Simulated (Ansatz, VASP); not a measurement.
## One calculation of Ir3C, two programs

Contents of INCAR:

```
PREC     = Accurate       # precision mode
ENCUT    = 520            # plane-wave cutoff, eV
EDIFF    = 1E-6           # SCF threshold, eV
ISMEAR   = 0              # smearing method
SIGMA    = 0.1            # smearing width, eV
LREAL    = False          # projectors in reciprocal space
LASPH    = True           # aspherical terms in the spheres
NELM     = 150            # most SCF steps
ALGO     = Normal         # electronic algorithm
ISIF     = 2              # what is computed and relaxed
LWAVE    = False          # write WAVECAR
LCHARG   = False          # write CHGCAR
ISPIN    = 2              # spin polarisation
MAGMOM   = 0 0 0 2        # initial moments
LORBIT   = 11             # projections on sites
LMAXMIX  = 4              # l up to which the mixer works
LDIPOL   = True         
IDIPOL   = 3            
DIPOL    = 0.5 0.5 0.336
GGA      = CA             # functional
NBANDS   = 28             # bands
```

KPOINTS

```
regular mesh
0
Gamma
  12 12 1
```

File POSCAR:

```
Ir3C
1.0
    2.6946510889      0.0000000000      0.0000000000
   -1.3473255444      2.3336362973      0.0000000000
    0.0000000000      0.0000000000     21.2769546740
Ir C
3 1
Direct
    0.6666666667      0.3333333333      0.1879968286
    0.3333333333      0.6666666667      0.2885049938
    0.0000000000      0.0000000000      0.3890103072
    0.8888888889     -0.8888888889      0.4787787928
```

Input for Ansatz:

```yaml
crystal:
  lattice:
    - [2.6946510889, 0.0, 0.0]
    - [-1.3473255444, 2.3336362973, 0.0]
    - [0.0, 0.0, 21.276954674]
  atoms:
    - { symbol: Ir, position: [0.6666666667, 0.3333333333, 0.1879968286] }
    - { symbol: Ir, position: [0.3333333333, 0.6666666667, 0.2885049938] }
    - { symbol: Ir, position: [0.0, 0.0, 0.3890103072] }
    - { symbol: C, position: [0.8888888889, -0.8888888889, 0.4787787928], spin: 2.0 }
basis:
  ecutwfc: 420
kpoints:
  mp_grid: { grid: [12, 12, 1] }
hamiltonian:
  xc: lda
  pseudopotentials: { kind: paw, azcp: { folder: soft_1 } }
scf:
  occupations: { method: gaussian, width: 0.1 }
output:
  forces: true
  eigenvalues: true
  populations: true
magnetization:
  spin_polarized: true
efield:
  axis: 3
  dipole_correction: true
  ramp_width: 0.04
```

Alike in both runs: task single point; functional LDA; k mesh 12 × 12 × 1; occupations gaussian, width 0.1 eV; collinear spin.

```csv
,VASP,Ansatz
version,VASP 6.6.1,Ansatz 0.2.0
potentials or method,"VASP PAW LDA potentials, release 64 (Ir, C), cutoff 520 eV","scalar-relativistic, plane waves, PAW"
valence electrons in the cell,31,55
```

```tsv
	VASP	Ansatz	Ansatz less VASP
gap on the k mesh at the Fermi level (eV)	none	none	-
rms of the force components (eV/Å)	1.263	1.302	+0.0391
net moment per atom (μB)	0.00	0.00	0.000
```

Ansatz warns that its potentials were made for another functional, while VASP's fit it. LDA's correlation is that of Perdew and Zunger in VASP and of Perdew and Wang (1992) in Ansatz. Atom by atom the forces differ by 0.068 eV/Å (rms over components). A gap of «none» marks a metal or a gap that the smearing closes. VASP's potentials hold 31 valence electrons a cell and Ansatz's 55, so a difference there can come from the potentials and not from the codes. Ansatz's warnings: seeded moment not kept.

Spin-orbit coupling is off throughout.
